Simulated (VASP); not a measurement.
# GaAs (F-43m) in VASP: further runs

GaAs is run at these levels: r2SCAN, PBE; tasks: single point, relaxation of cell and atoms.

Program: VASP 6.6.1. These are calculated values, not measurements. Logs are shortened: lines on timing, memory, paths and dates and some standing lists are left out, and cuts for length are marked.

## (1) The cell of the first run

It takes space group F-43m (No. 216, cubic). Conventional cell: a = 5.873 Å, b = 5.873 Å, c = 5.873 Å, α = 90.00°, β = 90.00°, γ = 90.00°. Within 3.4 Å of Ga (site symmetry -43m) lie 4 As at 2.54 Å. As (site symmetry -43m) has 4 Ga at 2.54 Å within 3.4 Å.

## (2) Single point, r2SCAN (strained)

File POSCAR:

```
GaAs
1.0
    0.0000000000      2.9365883170      2.9365883170
    2.9365883170      0.0000000000      2.9365883170
    2.9365883170      2.9365883170      0.0000000000
Ga As
1 1
Direct
    0.0000000000      0.0000000000      0.0000000000
    0.7500000000      0.7500000000      0.7500000000
```

File INCAR.step1:

```
SYSTEM = GaAs
PREC     = Accurate       ! precision mode
ENCUT    = 520            ! plane-wave cutoff, eV
ISMEAR   = 0              ! smearing method
SIGMA    = 0.05           ! smearing width, eV
LREAL    = .False.        ! projectors in reciprocal space
LASPH    = .True.         ! aspherical terms in the spheres
NELM     = 100            ! most SCF steps
NBANDS   = 16             ! bands
GGA      = PE             ! functional
ALGO     = Normal         ! electronic algorithm
EDIFF    = 1E-4           ! SCF threshold, eV
LWAVE    = .True.         ! write WAVECAR
LCHARG   = .False.        ! write CHGCAR
```

File INCAR.step2:

```
SYSTEM = GaAs
PREC     = Accurate       ! precision mode
ENCUT    = 520            ! plane-wave cutoff, eV
EDIFF    = 1E-6           ! SCF threshold, eV
ISMEAR   = 0              ! smearing method
SIGMA    = 0.05           ! smearing width, eV
LREAL    = .False.        ! projectors in reciprocal space
LASPH    = .True.         ! aspherical terms in the spheres
NELM     = 100            ! most SCF steps
ALGO     = Normal         ! electronic algorithm
ISIF     = 2              ! what is computed and relaxed
LWAVE    = .False.        ! write WAVECAR
LCHARG   = .True.         ! write CHGCAR
METAGGA  = R2SCAN         ! meta-GGA
LMIXTAU  = .True.       
LELF     = .True.         ! ELF
LVHAR    = .True.       
NBANDS   = 16             ! bands
ISTART   = 1
```

File KPOINTS:

```
Automatic mesh
0
Gamma
  12 12 12
  0 0 0
```

Potentials or basis: VASP PAW PBE potentials, release 64 (Ga_d, As).

On the command line:

```bash
$ cat potpaw_PBE.64/Ga_d/POTCAR potpaw_PBE.64/As/POTCAR > POTCAR
$ cp INCAR.step1 INCAR
$ mpirun -np 1 vasp_std > vasp.out
$ cp INCAR.step2 INCAR
$ mpirun -np 1 vasp_std > vasp.out
```

OUTCAR:

```text
SYSTEM = GaAs
   PREC = Accurate
   ENCUT = 520
   EDIFF = 1E-6
   ISMEAR = 0
   LREAL = .False.
   LASPH = .True.
   NELM = 100
   ISIF = 2
   METAGGA = R2SCAN
   ISTART = 1

 ion  position               nearest neighbor table
   1  0.000  0.000  0.000-   2 2.54   2 2.54   2 2.54   2 2.54
   2  0.750  0.750  0.750-   1 2.54   1 2.54   1 2.54   1 2.54

  LATTYP: Found a face centered cubic cell.
 ALAT       =     5.8731766340

  Lattice vectors:

 A1 = (   0.0000000000,   2.9365883170,   2.9365883170)
 A2 = (   2.9365883170,   0.0000000000,   2.9365883170)
 A3 = (   2.9365883170,   2.9365883170,   0.0000000000)

Analysis of symmetry for initial positions (statically):
=====================================================================
 Subroutine PRICEL returns:
 Original cell was already a primitive cell.

 Routine SETGRP: Setting up the symmetry group for a
 face centered cubic supercell.

 Subroutine GETGRP returns: Found 24 space group operations
 (whereof 24 operations were pure point group operations)
 out of a pool of 48 trial point group operations.

The static configuration has the point symmetry T_d .

Analysis of symmetry for dynamics (positions and initial velocities):
=====================================================================
 Subroutine PRICEL returns:
 Original cell was already a primitive cell.

 Routine SETGRP: Setting up the symmetry group for a
 face centered cubic supercell.

 Subroutine GETGRP returns: Found 24 space group operations
 (whereof 24 operations were pure point group operations)
 out of a pool of 48 trial point group operations.

The dynamic configuration has the point symmetry T_d .

 Subroutine INISYM returns: Found 24 space group operations
 (whereof 24 operations are pure point group operations),
 and found     1 'primitive' translations

----------------------------------------------------------------------------------------

                                     Primitive cell

  volume of cell :      50.6476

  direct lattice vectors                    reciprocal lattice vectors
     0.000000000  2.936588317  2.936588317    -0.170265610  0.170265610  0.170265610
     2.936588317  0.000000000  2.936588317     0.170265610 -0.170265610  0.170265610
     2.936588317  2.936588317  0.000000000     0.170265610  0.170265610 -0.170265610

  length of vectors
     4.152963025  4.152963025  4.152963025     0.294908687  0.294908687  0.294908687

  position of ions in fractional coordinates (direct lattice)
     0.000000000  0.000000000  0.000000000
     0.750000000  0.750000000  0.750000000

  ion indices of the primitive-cell ions
   primitive index   ion index
                 1           1
                 2           2

----------------------------------------------------------------------------------------

 KPOINTS: Automatic mesh

Automatic generation of k-mesh.
 Grid dimensions read from file:
 generate k-points for:   12   12   12

 Generating k-lattice:

  Cartesian coordinates                     Fractional coordinates (reciprocal lattice)
    -0.014188801  0.014188801  0.014188801     0.083333333  0.000000000  0.000000000
     0.014188801 -0.014188801  0.014188801     0.000000000  0.083333333  0.000000000
     0.014188801  0.014188801 -0.014188801     0.000000000  0.000000000  0.083333333

  Length of vectors
     0.024575724  0.024575724  0.024575724

  Shift w.r.t. Gamma in fractional coordinates (k-lattice)
     0.000000000  0.000000000  0.000000000

 Subroutine IBZKPT returns following result:
 ===========================================

 Found     72 irreducible k-points:

 Following reciprocal coordinates:
            Coordinates               Weight
  0.000000  0.000000  0.000000      1.000000
  0.083333  0.000000  0.000000      8.000000
  0.166667  0.000000  0.000000      8.000000
  0.250000  0.000000  0.000000      8.000000
  0.333333  0.000000  0.000000      8.000000
  0.416667  0.000000  0.000000      8.000000
[... 16 lines left out ...]
  0.500000  0.166667  0.000000     24.000000
 -0.416667  0.166667  0.000000     24.000000
 [... further k-points ...]
   k-points           NKPTS =     72   k-points in BZ     NKDIM =     72   number of bands    NBANDS=     16
   number of dos      NEDOS =    301   number of ions     NIONS =      2
   total plane-waves  NPLWV =  32768
   dimension x,y,z NGX =    32 NGY =   32 NGZ =   32
   dimension x,y,z NGXF=    64 NGYF=   64 NGZF=   64
   ions per type =               1   1
   NGX,Y,Z   is equivalent  to a cutoff of  12.81, 12.81, 12.81 a.u.
   NGXF,Y,Z  is equivalent  to a cutoff of  25.62, 25.62, 25.62 a.u.
 SYSTEM =  GaAs
   PREC   = accura    normal or accurate (medium, high low for compatibility)
   ISTART =      1    job   : 0-new  1-cont  2-samecut
   ICHARG =      0    charge: 1-file 2-atom 10-const
   ISPIN  =      1    spin polarized calculation?
   LNONCOLLINEAR =      F non collinear calculations
   LSORBIT =      F    spin-orbit coupling
   LASPH  =      T    aspherical Exc in radial PAW
   ENCUT  =  520.0 eV  38.22 Ry    6.18 a.u.   7.72  7.72  7.72*2*pi/ulx,y,z
   NELM   =    100;   NELMIN=  2; NELMDL=  0     # of ELM steps
   EDIFF  = 0.1E-05   stopping-criterion for ELM
   LREAL  =      F    real-space projection
   EDIFFG = 0.1E-04   stopping-criterion for IOM
   NSW    =      0    number of steps for IOM
   IBRION =     -1    ionic relax: 0-MD 1-quasi-New 2-CG
   NFREE  =      0    steps in history (QN), initial steepest desc. (CG)
   ISIF   =      2    stress and relaxation
   ISYM   =      2    0-nonsym 1-usesym 2-fastsym
   POTIM  = 0.5000    time-step for ionic-motion
   TEBEG  =    0.0;   TEEND  =   0.0 temperature during run
   PSTRESS=    0.0 pullay stress
   NELECT =      18.0000    total number of electrons
   NUPDOWN=      -1.0000    fix difference up-down
   EMIN   =  10.00;   EMAX   =-10.00  energy-range for DOS
   EFERMI =   0.00;   METHOD = LEGACY
   ISMEAR =     0;   SIGMA  =   0.05  broadening in eV -4-tet -1-fermi 0-gaus
   EFERMI_NEDOS =   21; number of points for ismear=-14 and -15
   IALGO  =     38    algorithm
   IMIX   =      4    mixing-type and parameters
     AMIX     =   0.40;   BMIX     =  1.00
     AMIX_MAG =   1.60;   BMIX_MAG =  1.00
  volume/ion in A,a.u.               =      25.32       170.89
  Fermi-wavevector in a.u.,A,eV,Ry     =   1.159612  2.191348 18.295746  1.344699
  Thomas-Fermi vector in A             =   2.296203
   LORBIT       =      0    0 simple, 1 ext, 2 COOP (PROOUT), +10 PAW based schemes
   METAGGA = R2SCAN    functional components
   LHFCALC =     F    Hartree Fock is set to
   AEXX    =    0.0000 exact exchange contribution
   IVDW    =     0    specifies the selected vdW correction
   LEPSILON=     F    determine dielectric tensor
   LRPA    =     F    only Hartree local field effects (RPA)
 non-spin polarized calculation
 Gauss-broadening in eV      SIGMA  =   0.05
  energy-cutoff  :      520.00
  volume of cell :       50.65
 maximum number of plane-waves:      1384
   NGX = 15   NGY = 15   NGZ = 15

 number of electron      18.0000003 magnetization

 Free energy of the ion-electron system (eV)
  ---------------------------------------------------
  ext. energy  EPLUGINS =         0.00000000
  ---------------------------------------------------
  free energy    TOTEN  =       -26.95104396 eV

  energy without entropy =      -26.95102795  energy(sigma->0) =      -26.95103596

 E-fermi :   2.7303     XC(G=0):  -9.7189

 val. band max:        2.6651146253   @ k =   0.0000   0.0000   0.0000
 cond. band min:       2.7760909598   @ k =   0.0000   0.0000   0.0000
 fundamental gap:      0.1109763346
 Fermi energy:         2.7303173445

 k-point     1 :       0.0000    0.0000    0.0000
  band No.  band energies     occupation
      1     -12.4118      2.00000
      2     -12.4118      2.00000
      3     -12.4118      2.00000
      4     -12.3477      2.00000
      5     -12.3477      2.00000
      6      -9.7618      2.00000
[... 8 lines left out ...]
     15      13.0243      0.00000
     16      13.0243      0.00000

 k-point     2 :       0.0833    0.0000    0.0000
  band No.  band energies     occupation
      1     -12.4158      2.00000
      2     -12.4106      2.00000
      3     -12.4106      2.00000
      4     -12.3477      2.00000
      5     -12.3477      2.00000
      6      -9.6892      2.00000
[... 8 lines left out ...]
     15      12.5709      0.00000
     16      12.5709      0.00000

 k-point     3 :       0.1667    0.0000    0.0000
  band No.  band energies     occupation
      1     -12.4265      2.00000
      2     -12.4075      2.00000
      3     -12.4075      2.00000
      4     -12.3477      2.00000
      5     -12.3477      2.00000
      6      -9.4781      2.00000
[... 8 lines left out ...]
     15      12.0713      0.00000
     16      12.0713      0.00000

 k-point     4 :       0.2500    0.0000    0.0000
  band No.  band energies     occupation
      1     -12.4403      2.00000
      2     -12.4036      2.00000
      3     -12.4036      2.00000
      4     -12.3474      2.00000
      5     -12.3474      2.00000
      6      -9.1514      2.00000
[... 8 lines left out ...]
     15      12.0408      0.00000
     16      12.0408      0.00000
[... 324 lines left out ...]
 k-point    22 :       0.4167    0.1667    0.0000
  band No.  band energies     occupation
      1     -12.4656      2.00000
      2     -12.3949      2.00000
      3     -12.3925      2.00000
      4     -12.3520      2.00000
      5     -12.3433      2.00000
      6      -8.4194      2.00000
[... 8 lines left out ...]
     15      13.7014      0.00000
     16      14.6041      0.00000

 k-point    23 :       0.5000    0.1667    0.0000
  band No.  band energies     occupation
      1     -12.4705      2.00000
      2     -12.3940      2.00000
      3     -12.3916      2.00000
      4     -12.3501      2.00000
      5     -12.3440      2.00000
      6      -8.1318      2.00000
[... 8 lines left out ...]
     15      14.2608      0.00000
     16      14.6787      0.00000

 k-point    24 :      -0.4167    0.1667    0.0000
  band No.  band energies     occupation
      1     -12.4704      2.00000
      2     -12.3941      2.00000
      3     -12.3923      2.00000
      4     -12.3481      2.00000
      5     -12.3457      2.00000
      6      -8.0872      2.00000
[... 8 lines left out ...]
     15      13.2566      0.00000
     16      13.9813      0.00000

 [... further k-points ...]
[... 5 lines left out ...]
  --------------------------------------------------------------------------------------
  -------------------------------------------------------------------------------------
  Total       -1.9015376     -1.9015376     -1.9015376     -0.0000000      0.0000000     -0.0000000
  in kB      -60.1528644    -60.1528644    -60.1528644     -0.0000000      0.0000000     -0.0000000
  external PRESSURE =     -60.1528644 kB  Pullay stress =       0.0000000 kB

 VOLUME and BASIS-vectors are now :
 -----------------------------------------------------------------------------
  energy-cutoff  :      520.00
  volume of cell :       50.65
      direct lattice vectors                 reciprocal lattice vectors
     0.000000000  2.936588317  2.936588317    -0.170265610  0.170265610  0.170265610
     2.936588317  0.000000000  2.936588317     0.170265610 -0.170265610  0.170265610
     2.936588317  2.936588317  0.000000000     0.170265610  0.170265610 -0.170265610

 POSITION                                       TOTAL-FORCE (eV/Angst)
 -----------------------------------------------------------------------------------
      0.00000      0.00000      0.00000        -0.000000     -0.000000     -0.000000
      4.40488      4.40488      4.40488         0.000000      0.000000      0.000000
 -----------------------------------------------------------------------------------
    total drift:                               -0.000001     -0.000001     -0.000000

  FREE ENERGIE OF THE ION-ELECTRON SYSTEM (eV)
  ---------------------------------------------------
  free  energy   TOTEN  =       -26.9510439591 eV

  energy  without entropy=      -26.9510279512  energy(sigma->0) =      -26.95103596
```

Run time: 68 s. Hardware: 1 thread of Intel Xeon 6975P-C (Granite Rapids), shared host; peak memory 0.22 GiB.

What came out:

```
Free energy            : -26.9510 eV
Pressure               : -6.0 GPa
Band gap on the k mesh : 0.11 eV
```

Caveat: the cell differs from its parent crystal (strained); the cell stands under tension; the PAW data sets were made with another functional, which shifts forces and pressure a little.

## (3) Single point, PBE

This run uses another cell than the first one, of 19.32 Å³/atom.

File INCAR:

```
SYSTEM = GaAs
ALGO     = Normal         ! electronic algorithm
EDIFF    = 1E-6           ! SCF threshold, eV
ENCUT    = 520            ! plane-wave cutoff, eV
GGA      = PE             ! functional
ISIF     = 2              ! what is computed and relaxed
ISMEAR   = 0              ! smearing method
LASPH    = .True.         ! aspherical terms in the spheres
LCHARG   = .False.        ! write CHGCAR
LREAL    = .False.        ! projectors in reciprocal space
LWAVE    = .False.        ! write WAVECAR
NBANDS   = 16             ! bands
NELM     = 60             ! most SCF steps
PREC     = Accurate       ! precision mode
SIGMA    = 0.02           ! smearing width, eV
```

File KPOINTS:

```
k-points
0
Gamma
  12 12 12
  0 0 0
```

File POSCAR:

```
GaAs
1.0
    0.0000000000      2.6834275664      2.6834275664
    2.6834275664      0.0000000000      2.6834275664
    2.6834275664      2.6834275664      0.0000000000
Ga As
1 1
Direct
    0.0000000000      0.0000000000      0.0000000000
    0.7500000000      0.7500000000      0.7500000000
```

Potentials or basis: VASP PAW PBE potentials, release 64 (Ga_d, As).

On the command line:

```bash
$ cat potpaw_PBE.64/Ga_d/POTCAR potpaw_PBE.64/As/POTCAR > POTCAR
$ mpirun -np 1 vasp_std > vasp.out
```

It took 55 s on 1 thread of Intel Xeon Platinum 8259CL at 2.50GHz (Skylake/Cascade Lake), shared host; peak memory 0.18 GiB.

Results (log left out):

| Property | Result |
| --- | --- |
| Free energy | -7.8111 eV |
| Pressure | 20.3 GPa |
| Band gap on the k mesh | 1.12 eV (least direct gap 1.76 eV) |

Levels at points of the mesh, in eV from the valence-band top:
```tsv
k point	band 6	band 7	band 8	band 9	band 10	band 11	band 12	band 13
(0.00, 0.00, 0.00)	-13.97	0.00	0.00	0.00	1.76	3.74	3.74	3.74
(0.50, 0.00, 0.00)	-11.67	-7.60	-1.40	-1.40	1.46	4.64	4.64	7.82
(0.50, 0.50, 0.00)	-10.72	-7.63	-3.29	-3.29	1.12	1.50	11.45	11.45
```

Caveat: the cell stands under pressure. A k mesh can miss the band edges.

## (4) Relaxation of cell and atoms, PBE, target pressure 20 GPa, at which the enthalpy is minimised

This run uses another cell than the first one, of 23.71 Å³/atom.

File INCAR:

```
PREC = Accurate ; ENCUT = 600
EDIFF = 1E-6 ; ISMEAR = 0
SIGMA = 0.02 ; LREAL = F
LASPH = T ; NELM = 60
ALGO = Normal ; ISIF = 3
LWAVE = F ; LCHARG = F
GGA = PE ; IBRION = 2
NSW = 80 ; EDIFFG = -0.001
PSTRESS = 200.0
```

File KPOINTS:

```
regular mesh
0
Gamma
  12 12 12
```

File POSCAR:

```
GaAs
1.0
    0.0000000000      2.8726922659      2.8726922659
    2.8726922659      0.0000000000      2.8726922659
    2.8726922659      2.8726922659      0.0000000000
Ga As
1 1
Direct
    0.0000000000      0.0000000000      0.0000000000
    0.7500000000      0.7500000000      0.7500000000
```

On the command line:

```bash
$ cat potpaw_PBE.64/Ga_d/POTCAR potpaw_PBE.64/As/POTCAR > POTCAR
$ mpirun -np 1 vasp_std > vasp.out
```

It took 3.6 min on 1 thread of Intel Xeon Platinum 8259CL at 2.50GHz (Skylake/Cascade Lake), shared host; peak memory 0.23 GiB.

It converged, with:

* Free energy: -7.8232 eV
* Relaxed volume: 19.37 Å³/atom
* Relaxed cell: a = 3.798 Å, b = 3.798 Å, c = 3.798 Å, α = 60.00°, β = 60.00°, γ = 60.00°
* Space group after relaxing (to 0.1 Å): F-43m (No. 216)
* Energy change on relaxing (the run minimises the enthalpy): +226.5 meV/atom
* Ionic steps: 9
* Pressure after relaxing: 20.0 GPa
* Band gap on the k mesh: 1.13 eV (least direct gap 1.74 eV)

The path:
| step | energy change (eV) | largest force (eV/Å) | pressure (GPa) | volume (Å³) |
| --- | --- | --- | --- | --- |
| 1 | 0.0000 | 0.0000 | 0.14 | 47.41 |
| 2 | 2.8720 | 0.0000 | 79.69 | 29.97 |
| 3 | 0.3948 | 0.0000 | 18.24 | 39.22 |
| 4 | 0.4388 | 0.0000 | 19.53 | 38.85 |
| 5 | 0.4586 | 0.0000 | 20.18 | 38.69 |
| 6 | 0.4454 | 0.0000 | 19.73 | 38.79 |
| 7 | 0.4539 | 0.0000 | 20.09 | 38.73 |
| 8 | 0.4518 | 0.0000 | 19.90 | 38.74 |
| 9 | 0.4529 | 0.0000 | 20.00 | 38.73 |

Final structure:
```xyz
2
Lattice="0.0000 2.6854 2.6854 2.6854 0.0000 2.6854 2.6854 2.6854 0.0000" Properties=species:S:1:pos:R:3 pbc="T T T"
Ga    0.0000    0.0000    0.0000
As    4.0282    4.0282    4.0282
```

Levels at points of the mesh, in eV from the valence-band top:
```tsv
k point	band 7	band 8	band 9	band 10	band 11	band 12
(0.00, 0.00, 0.00)	0.00	0.00	0.00	1.74	3.74	3.74
(0.50, 0.00, 0.00)	-7.59	-1.40	-1.40	1.46	4.64	4.64
(0.50, 0.50, 0.00)	-7.61	-3.28	-3.28	1.13	1.51	11.44
```

Caveat: the cell is relaxed towards a set pressure, so the run minimises the enthalpy, not the energy; the volume moved by over 15 % at a fixed basis, so the end points are rough. A k mesh can miss the band edges.

## (5) Overview

| task | level | cell | cutoff (eV) | smearing | gap on the mesh (eV) | pressure (GPa) |
| --- | --- | --- | --- | --- | --- | --- |
| single point | r2SCAN | a = 4.153 Å, angles 60.0°, 2 atoms | 520 | gaussian 0.05 eV | 0.11 | -6.0 |
| single point | PBE | a = 3.795 Å, angles 60.0°, 2 atoms | 520 | gaussian 0.02 eV | 1.12 | 20.3 |
| relaxation of cell and atoms | PBE | relaxed to 20 GPa from a = 4.063 Å, angles 60.0°, 2 atoms | 600 | gaussian 0.02 eV | 1.13 | 20.0 |

Alike in all rows: potentials or basis VASP PAW PBE potentials, release 64 (Ga_d, As); no spin polarisation; k mesh 12 × 12 × 12.

Caveats: the cell stands under tension (at least some runs); the PAW data sets were made with another functional, which shifts forces and pressure a little (at least some runs); the cell stands under pressure (at least some runs); the cell is relaxed towards a set pressure, so the run minimises the enthalpy, not the energy (at least some runs); the volume moved by over 15 % at a fixed basis, so the end points are rough (at least some runs).

Absolute energies hang on the potentials; compare differences alone.
